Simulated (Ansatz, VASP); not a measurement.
Ti: VASP beside Ansatz

```
CELL_PARAMETERS angstrom
4.48128 0.00000 0.00000
-2.24064 3.88090 0.00000
0.00000 0.00000 2.60339
ATOMIC_POSITIONS crystal
Ti 0.00000 0.00000 0.00000
Ti 0.33333 0.66667 0.50000
Ti 0.66667 0.33333 0.50000
```

Alike in both runs: task single point; functional r2SCAN; k mesh 12 × 12 × 14; occupations gaussian, width 0.1 eV; no spin polarisation.

```csv
,VASP,Ansatz
version,VASP 6.6.1,Ansatz 0.2.0
potentials or method,"VASP PAW PBE potentials, release 64 (Ti_sv), cutoff 520 eV","scalar-relativistic, plane waves, PAW"
valence electrons in the cell,36,36
```

|  | VASP | Ansatz | Ansatz less VASP |
| --- | --- | --- | --- |
| gap on the k mesh at the Fermi level (eV) | none | none | - |
| pressure (GPa) | 18.8 | 18.2 | -0.61 |
| traceless stress, the component that is largest in VASP (GPa) | 11.83 | 11.77 | -0.061 |

VASP's potentials were made for PBE, not for r2SCAN. A gap of «none» marks a metal or a gap that the smearing closes.
